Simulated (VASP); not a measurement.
# LiSi2 (Pnnm) in VASP: further runs

Runs on LiSi2. Level: PBE. Tasks: single point, relaxation of cell and atoms.

Everything below comes from runs of VASP 6.6.1. Logs are shortened: lines on timing, memory, paths and dates and some standing lists are left out, and cuts for length are marked.

## Step 1: The cell of the first run

Symmetry: Pnnm, No. 58, orthorhombic system. The conventional cell has a = 4.349 Å, b = 5.308 Å, c = 3.314 Å, α = 90.00°, β = 90.00°, γ = 90.00°. Li (site symmetry 2/m) has 6 Si at 2.19 to 2.20 Å within 2.9 Å. Within 3.6 Å of Si (site symmetry m) lie 12 Si at 2.17 to 3.31 Å and 6 Li at 2.19 to 3.53 Å.

## Step 2: Single point, PBE

Contents of INCAR:

```
PREC     = Accurate       # precision mode
ENCUT    = 520            # plane-wave cutoff, eV
EDIFF    = 1E-6           # SCF threshold, eV
ISMEAR   = 0              # smearing method
SIGMA    = 0.1            # smearing width, eV
LREAL    = F              # projectors in reciprocal space
LASPH    = T              # aspherical terms in the spheres
NELM     = 80             # most SCF steps
ALGO     = Normal         # electronic algorithm
ISIF     = 2              # what is computed and relaxed
LWAVE    = F              # write WAVECAR
LCHARG   = T              # write CHGCAR
GGA      = PE             # functional
LELF     = T              # ELF
LVHAR    = T            
NBANDS   = 20             # bands
```

Contents of KPOINTS:

```
regular mesh
0
Gamma
  4 4 6
```

Contents of POSCAR:

```
LiSi2
1.0
    4.3492007633      0.0000000000      0.0000000000
    0.0000000000      5.3081659678      0.0000000000
    0.0000000000      0.0000000000      3.3137140496
Li Si
2 4
Direct
    0.0000000000      0.0000000000      0.0000000000
    0.5000000000      0.5000000000      0.5000000000
    0.2004000000      0.3787000000      0.0000000000
    0.7996000000      0.6213000000      0.0000000000
    0.7004000000      0.1213000000      0.5000000000
    0.2996000000      0.8787000000      0.5000000000
```

Potentials or basis: VASP PAW PBE potentials, release 64 (Li_sv, Si).

Launch:

```console
> cat potpaw_PBE.64/Li_sv/POTCAR potpaw_PBE.64/Si/POTCAR > POTCAR
> mpirun -np 1 vasp_std > vasp.out
```

OUTCAR:

```text
PREC = Accurate
   ENCUT = 520
   EDIFF = 1E-6
   ISMEAR = 0
   LREAL = F
   LASPH = T
   NELM = 80
   ISIF = 2
   GGA = PE

 ion  position               nearest neighbor table
   1  0.000  0.000  0.000-   3 2.19   4 2.19   5 2.20   6 2.20   5 2.20   6 2.20
   2  0.500  0.500  0.500-   5 2.19   6 2.19   3 2.20   4 2.20   3 2.20   4 2.20
   3  0.200  0.379  0.000-   4 2.17   1 2.19   2 2.20   2 2.20   4 2.91   5 3.06   5 3.06   5 3.06
                             5 3.06
   4  0.800  0.621  0.000-   3 2.17   1 2.19   2 2.20   2 2.20   3 2.91   6 3.06   6 3.06   6 3.06
                             6 3.06
   5  0.700  0.121  0.500-   6 2.17   2 2.19   1 2.20   1 2.20   6 2.91   3 3.06   3 3.06   3 3.06
                             3 3.06
   6  0.300  0.879  0.500-   5 2.17   2 2.19   1 2.20   1 2.20   5 2.91   4 3.06   4 3.06   4 3.06
                             4 3.06

  LATTYP: Found a simple orthorhombic cell.
 ALAT       =     3.3137140496
 B/A-ratio  =     1.3124852351
 C/A-ratio  =     1.6018781006

  Lattice vectors:

 A1 = (   0.0000000000,   0.0000000000,   3.3137140496)
 A2 = (   4.3492007633,   0.0000000000,   0.0000000000)
 A3 = (   0.0000000000,   5.3081659678,   0.0000000000)

Analysis of symmetry for initial positions (statically):
=====================================================================
 Subroutine PRICEL returns:
 Original cell was already a primitive cell.

 Routine SETGRP: Setting up the symmetry group for a
 simple orthorhombic supercell.

 Subroutine GETGRP returns: Found  8 space group operations
 (whereof  4 operations were pure point group operations)
 out of a pool of  8 trial point group operations.

The static configuration has the point symmetry C_2h.
 The point group associated with its full space group is D_2h.

Analysis of symmetry for dynamics (positions and initial velocities):
=====================================================================
 Subroutine PRICEL returns:
 Original cell was already a primitive cell.

 Routine SETGRP: Setting up the symmetry group for a
 simple orthorhombic supercell.

 Subroutine GETGRP returns: Found  8 space group operations
 (whereof  4 operations were pure point group operations)
 out of a pool of  8 trial point group operations.

The dynamic configuration has the point symmetry C_2h.
 The point group associated with its full space group is D_2h.

 Subroutine INISYM returns: Found  8 space group operations
 (whereof  4 operations are pure point group operations),
 and found     1 'primitive' translations

[... 105 lines left out ...]
   NSW    =      0    number of steps for IOM
   IBRION =     -1    ionic relax: 0-MD 1-quasi-New 2-CG
   NFREE  =      0    steps in history (QN), initial steepest desc. (CG)
   ISIF   =      2    stress and relaxation
   ISYM   =      2    0-nonsym 1-usesym 2-fastsym
   POTIM  = 0.5000    time-step for ionic-motion
   TEBEG  =    0.0;   TEEND  =   0.0 temperature during run
   PSTRESS=    0.0 pullay stress
   NELECT =      22.0000    total number of electrons
   NUPDOWN=      -1.0000    fix difference up-down
   EMIN   =  10.00;   EMAX   =-10.00  energy-range for DOS
   EFERMI =   0.00;   METHOD = LEGACY
   ISMEAR =     0;   SIGMA  =   0.10  broadening in eV -4-tet -1-fermi 0-gaus
   EFERMI_NEDOS =   21; number of points for ismear=-14 and -15
   IALGO  =     38    algorithm
   IMIX   =      4    mixing-type and parameters
     AMIX     =   0.40;   BMIX     =  1.00
     AMIX_MAG =   1.60;   BMIX_MAG =  1.00
  volume/ion in A,a.u.               =      12.75        86.04
  Fermi-wavevector in a.u.,A,eV,Ry     =   1.080586  2.042012 15.887066  1.167666
  Thomas-Fermi vector in A             =   2.216581
   LORBIT       =      0    0 simple, 1 ext, 2 COOP (PROOUT), +10 PAW based schemes
   GGA     = PE    functional components
   LHFCALC =     F    Hartree Fock is set to
   AEXX    =    0.0000 exact exchange contribution
   IVDW    =     0    specifies the selected vdW correction
   LEPSILON=     F    determine dielectric tensor
   LRPA    =     F    only Hartree local field effects (RPA)
 non-spin polarized calculation
 Gauss-broadening in eV      SIGMA  =   0.10
  energy-cutoff  :      520.00
  volume of cell :       76.50
 maximum number of plane-waves:      2080
   NGX = 17   NGY = 19   NGZ = 13

 number of electron      21.9999995 magnetization

 Free energy of the ion-electron system (eV)
  ---------------------------------------------------
  ext. energy  EPLUGINS =         0.00000000
  ---------------------------------------------------
  free energy    TOTEN  =       -19.42377658 eV

  energy without entropy =      -19.40470638  energy(sigma->0) =      -19.41424148

 E-fermi :   7.9558     XC(G=0): -10.6770

 val. band max:        7.9553658669   @ k =   0.2500   0.0000   0.5000
 cond. band min:       7.9571508840   @ k =   0.5000   0.2500   0.5000
 fundamental gap:      0.0017850171
 Fermi energy:         7.9558135118

 k-point     1 :       0.0000    0.0000    0.0000
  band No.  band energies     occupation
      1     -37.3257      2.00000
      2     -37.3219      2.00000
      3      -4.2638      2.00000
      4      -0.2478      2.00000
      5       0.3204      2.00000
      6       2.4056      2.00000
[... 541 lines left out ...]
     19      15.7876      0.00000
     20      15.7876      0.00000

 [... further k-points ...]

------------------------ aborting loop because EDIFF is reached ----------------------------------------

  FORCE on cell =-STRESS in cart. coord.  units (eV):
  Direction    XX          YY          ZZ          XY          YZ          ZX
  --------------------------------------------------------------------------------------
  -------------------------------------------------------------------------------------
  Total       13.8822597     12.3660344     10.8091118     -0.0000000      0.0000000      0.0000000
  in kB      290.7379793    258.9834755    226.3766422     -0.0000000      0.0000000      0.0000000
  external PRESSURE =     258.6993657 kB  Pullay stress =       0.0000000 kB

 VOLUME and BASIS-vectors are now :
 -----------------------------------------------------------------------------
  energy-cutoff  :      520.00
  volume of cell :       76.50
      direct lattice vectors                 reciprocal lattice vectors
     4.349200763  0.000000000  0.000000000     0.229927303  0.000000000  0.000000000
     0.000000000  5.308165968  0.000000000     0.000000000  0.188388985  0.000000000
     0.000000000  0.000000000  3.313714050     0.000000000  0.000000000  0.301776190

 POSITION                                       TOTAL-FORCE (eV/Angst)
 -----------------------------------------------------------------------------------
      0.00000      0.00000      0.00000        -0.000000      0.000000      0.000000
      2.17460      2.65408      1.65686        -0.000000      0.000000      0.000000
      0.87158      2.01020      0.00000         1.338594     -0.862739      0.000000
      3.47762      3.29796      0.00000        -1.338594      0.862739      0.000000
      3.04618      0.64388      1.65686         1.338594      0.862739      0.000000
      1.30302      4.66429      1.65686        -1.338594     -0.862739      0.000000
 -----------------------------------------------------------------------------------
    total drift:                                0.000000     -0.000000     -0.000000

  FREE ENERGIE OF THE ION-ELECTRON SYSTEM (eV)
  ---------------------------------------------------
  free  energy   TOTEN  =       -19.4237765812 eV

  energy  without entropy=      -19.4047063847  energy(sigma->0) =      -19.41424148
```

OSZICAR:

```text
N       E                     dE             d eps       ncg     rms          rms(c)
DAV:   1     0.682323225593E+02    0.68232E+02   -0.86214E+03  1440   0.103E+03
DAV:   2    -0.117128289489E+02   -0.79945E+02   -0.77035E+02  1808   0.197E+02
DAV:   3    -0.193139894840E+02   -0.76012E+01   -0.74251E+01  2544   0.394E+01
DAV:   4    -0.195665618648E+02   -0.25257E+00   -0.25108E+00  1848   0.837E+00
DAV:   5    -0.195748660739E+02   -0.83042E-02   -0.82983E-02  2048   0.136E+00    0.615E+00
DAV:   6    -0.194596013900E+02    0.11526E+00   -0.78982E-02  1676   0.148E+00    0.352E+00
DAV:   7    -0.194227095839E+02    0.36892E-01   -0.15065E-01  1548   0.250E+00    0.301E-01
DAV:   8    -0.194236703907E+02   -0.96081E-03   -0.15414E-02  2104   0.762E-01    0.138E-01
DAV:   9    -0.194237326907E+02   -0.62300E-04   -0.33388E-04  1736   0.145E-01    0.830E-02
DAV:  10    -0.194237753862E+02   -0.42696E-04   -0.10035E-04  1604   0.866E-02    0.971E-03
DAV:  11    -0.194237769682E+02   -0.15820E-05   -0.16304E-05  2084   0.209E-02    0.742E-03
DAV:  12    -0.194237765812E+02    0.38704E-06   -0.16805E-07   960   0.352E-03
   1 F= -.19423777E+02 E0= -.19414241E+02  d E =-.190702E-01
```

Run time: 65 s. Hardware: 1 thread of Intel Xeon 8259CL, shared host; peak memory 0.2 GiB.

What came out:

```yaml
Free_energy: -19.4238 eV
Largest_force: 1.593 eV/Å
Band_gap_on_the_k_mesh: zero (bands 11 and 12 overlap by 4.19 eV)
```

Forces in eV/Å, atoms in the order of the input:
```
Li   0.000  0.000  0.000
Li   0.000  0.000  0.000
Si   1.339 -0.863  0.000
Si  -1.339  0.863  0.000
Si   1.339  0.863  0.000
Si  -1.339 -0.863  0.000
```

Levels at points of the mesh, in eV from the Fermi level:
| k point | band 8 | band 9 | band 10 | band 11 | band 12 | band 13 | band 14 | band 15 |
| --- | --- | --- | --- | --- | --- | --- | --- | --- |
| (0.00, 0.00, 0.00) | -1.07 | -1.00 | -0.90 | -0.60 | -0.24 | 2.88 | 3.37 | 3.83 |
| (0.50, 0.00, 0.00) | -5.22 | 0.70 | 0.70 | 2.09 | 2.09 | 4.13 | 4.13 | 4.22 |
| (0.00, 0.50, 0.00) | -3.76 | -1.54 | -1.54 | 0.09 | 0.09 | 2.90 | 2.90 | 4.80 |
| (0.50, 0.50, 0.00) | -0.91 | 0.19 | 0.19 | 1.82 | 1.82 | 1.84 | 1.84 | 2.22 |
| (0.00, 0.00, 0.50) | -3.81 | -2.20 | -2.20 | -2.10 | -2.10 | 1.77 | 1.77 | 2.57 |
| (0.50, 0.00, 0.50) | -3.23 | -2.51 | -2.51 | -1.80 | -1.80 | -0.80 | -0.80 | 5.61 |
| (0.00, 0.50, 0.50) | -2.65 | -1.35 | -1.35 | -0.87 | -0.87 | 0.42 | 0.42 | 0.97 |
| (0.50, 0.50, 0.50) | -5.17 | -3.90 | -3.90 | 1.10 | 1.10 | 3.07 | 3.07 | 3.80 |

Caveat: the k points lie up to 0.36 Å⁻¹ apart, too coarse for converged energies and pressures of a metal; the cutoff is under 1.25 times the usual one of these potentials, so pressure, stress and relaxed cells hold a basis-set (Pulay) error; forces of over 1 eV/Å act on the atoms, so gaps and moduli don't describe the material at rest.

## Step 3: Relaxation of cell and atoms, PBE

Contents of INCAR:

```
ALGO = Normal
EDIFF = 1E-6
EDIFFG = -0.04
ENCUT = 600
GGA = PE
IBRION = 2
ISIF = 3
ISMEAR = 0
LASPH = True
LCHARG = False
LREAL = False
LWAVE = False
NELM = 80
NSW = 90
PREC = Accurate
SIGMA = 0.1
```

Contents of KPOINTS:

```
k-points
0
Gamma
  4 4 6
```

POSCAR is that of step 2.

Potentials or basis: VASP PAW PBE potentials, release 64 (Li_sv, Si).

Launch:

```console
> cat potpaw_PBE.64/Li_sv/POTCAR potpaw_PBE.64/Si/POTCAR > POTCAR
> mpirun -np 1 vasp_std > vasp.out
```

OUTCAR:

```text
EDIFF = 1E-6
   EDIFFG = -0.04
   ENCUT = 600
   GGA = PE
   IBRION = 2
   ISIF = 3
   ISMEAR = 0
   LASPH = True
   LREAL = False
   NELM = 80
   NSW = 90
   PREC = Accurate

 ion  position               nearest neighbor table
   1  0.000  0.000  0.000-   3 2.19   4 2.19   5 2.20   6 2.20   5 2.20   6 2.20
   2  0.500  0.500  0.500-   5 2.19   6 2.19   3 2.20   4 2.20   3 2.20   4 2.20
   3  0.200  0.379  0.000-   4 2.17   1 2.19   2 2.20   2 2.20   4 2.91   5 3.06   5 3.06   5 3.06
                             5 3.06
   4  0.800  0.621  0.000-   3 2.17   1 2.19   2 2.20   2 2.20   3 2.91   6 3.06   6 3.06   6 3.06
                             6 3.06
   5  0.700  0.121  0.500-   6 2.17   2 2.19   1 2.20   1 2.20   6 2.91   3 3.06   3 3.06   3 3.06
                             3 3.06
   6  0.300  0.879  0.500-   5 2.17   2 2.19   1 2.20   1 2.20   5 2.91   4 3.06   4 3.06   4 3.06
                             4 3.06

  LATTYP: Found a simple orthorhombic cell.
 ALAT       =     3.3137140496
 B/A-ratio  =     1.3124852351
 C/A-ratio  =     1.6018781006

  Lattice vectors:

 A1 = (   0.0000000000,   0.0000000000,   3.3137140496)
 A2 = (   4.3492007633,   0.0000000000,   0.0000000000)
 A3 = (   0.0000000000,   5.3081659678,   0.0000000000)

Analysis of symmetry for initial positions (statically):
=====================================================================
 Subroutine PRICEL returns:
 Original cell was already a primitive cell.

 Routine SETGRP: Setting up the symmetry group for a
 simple orthorhombic supercell.

 Subroutine GETGRP returns: Found  8 space group operations
[... 195 lines left out ...]
      8       6.8826      2.00000
      9       6.9564      2.00000
     10       7.0583      2.00000
     11       7.3577      2.00000
     12       7.7130      1.99939
     13      10.8395      0.00000
     14      11.3230      0.00000
[... 528 lines left out ...]
  FREE ENERGIE OF THE ION-ELECTRON SYSTEM (eV)
  ---------------------------------------------------
  free  energy   TOTEN  =       -20.9853236727 eV

  energy  without entropy=      -20.9675126847  energy(sigma->0) =      -20.97641818

[... ionic steps 4 to 23 ...]

--------------------------------------- Ionic step       24  -------------------------------------------

 number of electron      21.9999991 magnetization

------------------------ aborting loop because EDIFF is reached ----------------------------------------
[... 75 lines left out ...]
--------------------------------------- Ionic step       26  -------------------------------------------

 number of electron      21.9999993 magnetization

 Free energy of the ion-electron system (eV)
  ---------------------------------------------------
  ext. energy  EPLUGINS =         0.00000000
  ---------------------------------------------------
  free energy    TOTEN  =       -22.67586010 eV

  energy without entropy =      -22.65981702  energy(sigma->0) =      -22.66783856

 E-fermi :   4.6762     XC(G=0):  -9.1993

 val. band max:        4.6202207150   @ k =   0.0000   0.2500   0.0000
 cond. band min:       4.6975492835   @ k =   0.2500   0.5000   0.3333
 fundamental gap:      0.0773285685
 Fermi energy:         4.6761877402

 k-point     1 :       0.0000    0.0000    0.0000
  band No.  band energies     occupation
      1     -41.3612      2.00000
      2     -41.3606      2.00000
      3      -6.0720      2.00000
      4      -4.2867      2.00000
      5      -1.6676      2.00000
      6       1.1498      2.00000
      7       2.5236      2.00000
      8       3.1086      2.00000
      9       3.7421      2.00000
     10       4.1637      2.00000
     11       4.4739      1.99578
     12       4.5127      1.97923
     13       5.4954      0.00000
     14       6.3049      0.00000
[... 448 lines left out ...]
  FREE ENERGIE OF THE ION-ELECTRON SYSTEM (eV)
  ---------------------------------------------------
  free  energy   TOTEN  =       -22.6758601036 eV

  energy  without entropy=      -22.6598170183  energy(sigma->0) =      -22.66783856

 reached required accuracy - stopping structural energy minimisation
```

CONTCAR:

```text
LiSi2
   1.00000000000000
     3.7094758401392780   -0.0000000000000000    0.0000000000000000
    -0.0000000000000000    6.2599771539863101    0.0000000000000000
     0.0000000000000000    0.0000000000000000    4.6776404679606456
  Li              Si
     2     4
Direct
     0.0000000000000000    0.0000000000000000    0.0000000000000000
     0.5000000000000000    0.5000000000000000    0.5000000000000000
     0.2512212032515285    0.3861913012296572    0.0000000000000000
     0.7487787967484716    0.6138086987703432    0.0000000000000000
     0.7512212032515284    0.1138086987703429    0.5000000000000000
     0.2487787967484716    0.8861913012296568    0.5000000000000000

  0.00000000E+00  0.00000000E+00  0.00000000E+00
  0.00000000E+00  0.00000000E+00  0.00000000E+00
  0.00000000E+00  0.00000000E+00  0.00000000E+00
  0.00000000E+00  0.00000000E+00  0.00000000E+00
  0.00000000E+00  0.00000000E+00  0.00000000E+00
  0.00000000E+00  0.00000000E+00  0.00000000E+00
```

Run time: 19 min. Hardware: 1 thread of Intel Xeon 8259CL, shared host; peak memory 0.21 GiB.

Results:

- Free energy: -22.6759 eV
- Relaxed volume: 18.10 Å³/atom
- Relaxed cell: a = 3.709 Å, b = 6.260 Å, c = 4.678 Å, α = 90.00°, β = 90.00°, γ = 90.00°
- Space group after relaxing (to 0.1 Å): Pnnm (No. 58)
- Energy gained by relaxing: 541.3 meV/atom
- Ionic steps: 26
- Pressure after relaxing: 0.0 GPa
- Largest force after relaxing: 0.012 eV/Å
- Band gap on the k mesh: zero (bands 11 and 12 overlap by 3.15 eV)

Forces in eV/Å, atoms in the order of the input:
```
Li   0.000  0.000  0.000
Li   0.000  0.000  0.000
Si   0.012  0.001  0.000
Si  -0.012 -0.001  0.000
Si   0.012 -0.001  0.000
Si  -0.012  0.001  0.000
```

Step by step:
| step | energy change (eV) | largest force (eV/Å) | pressure (GPa) | volume (Å³) |
| --- | --- | --- | --- | --- |
| 1 | 0.0000 | 1.5938 | 25.84 | 76.50 |
| 2 | -1.5380 | 0.6054 | -0.53 | 101.59 |
| 3 | -1.5575 | 0.5094 | 1.44 | 97.91 |
| 4 | -1.5578 | 0.5247 | 1.15 | 98.41 |
| 5 | -1.6858 | 0.4147 | 0.36 | 101.04 |
| 6 | -1.8571 | 0.5798 | -0.81 | 107.98 |
| 7 | -1.9753 | 0.7659 | -0.61 | 108.92 |
| 8 | -2.2021 | 1.9252 | 0.46 | 111.09 |
| 9 | -2.2562 | 1.9545 | 0.34 | 111.51 |
| 10 | -2.3947 | 2.0785 | 0.01 | 112.67 |
| 11 | -2.6540 | 2.2365 | 0.29 | 114.60 |
| 12 | -2.5066 | 2.0693 | 5.63 | 116.77 |
| 13 | -2.7100 | 2.3612 | 1.14 | 115.40 |
| 14 | -2.7742 | 2.1499 | 2.65 | 116.24 |
| 15 | -2.9632 | 0.9926 | 1.25 | 118.87 |
| 16 | -2.9692 | 0.8980 | 1.07 | 119.46 |
| 17 | -3.0541 | 0.6062 | -0.16 | 119.88 |
| 18 | -3.1172 | 0.3190 | -2.39 | 120.77 |
| 19 | -3.1586 | 0.2108 | -2.03 | 118.63 |
| 20 | -3.2175 | 0.1583 | -0.88 | 113.08 |
| 21 | -3.2197 | 0.2309 | -0.52 | 111.66 |
| 22 | -3.2330 | 0.1847 | -0.11 | 110.38 |
| 23 | -3.2410 | 0.1855 | 0.61 | 108.40 |
| 24 | -3.2472 | 0.0743 | 0.06 | 108.65 |
| 25 | -3.2474 | 0.0706 | -0.05 | 108.70 |
| 26 | -3.2480 | 0.0123 | -0.03 | 108.62 |

Final structure:
```xyz
6
Lattice="3.7095 0.0000 0.0000 0.0000 6.2600 0.0000 0.0000 0.0000 4.6776" Properties=species:S:1:pos:R:3 pbc="T T T"
Li    0.0000    0.0000    0.0000
Li    1.8547    3.1300    2.3388
Si    0.9319    2.4175    0.0000
Si    2.7776    3.8424    0.0000
Si    2.7866    0.7124    2.3388
Si    0.9228    5.5475    2.3388
```

Levels at points of the mesh, in eV from the Fermi level:
```csv
k point,band 7,band 8,band 9,band 10,band 11,band 12,band 13,band 14,band 15
"(0.00, 0.00, 0.00)",-2.15,-1.57,-0.93,-0.51,-0.20,-0.16,0.82,1.63,2.82
"(0.50, 0.00, 0.00)",-3.53,-3.53,-1.13,-1.13,0.47,0.47,1.23,1.23,2.30
"(0.00, 0.50, 0.00)",-2.70,-2.70,-1.11,-1.11,0.10,0.10,1.86,1.86,3.68
"(0.50, 0.50, 0.00)",-1.64,-1.64,-1.55,-1.55,-0.73,-0.73,0.22,0.22,2.77
"(0.00, 0.00, 0.50)",-3.47,-3.47,-1.04,-1.04,1.65,1.65,2.39,2.39,4.27
"(0.50, 0.00, 0.50)",-2.33,-2.33,-1.88,-1.88,-1.49,-1.49,-0.85,-0.85,6.18
"(0.00, 0.50, 0.50)",-1.17,-1.17,-0.69,-0.69,-0.66,-0.66,2.63,2.63,3.04
"(0.50, 0.50, 0.50)",-3.21,-3.21,-2.90,-2.90,0.67,0.67,1.08,1.08,3.15
```

Caveat: the k points lie up to 0.42 Å⁻¹ apart in the final cell, too coarse for converged energies and pressures of a metal; the cutoff is under 1.25 times the usual one of these potentials, so pressure, stress and relaxed cells hold a basis-set (Pulay) error; the volume moved by over 15 % at a fixed basis, so the end points are rough.

The gap in the log of VASP goes by the Fermi energy; the results here count the filled bands.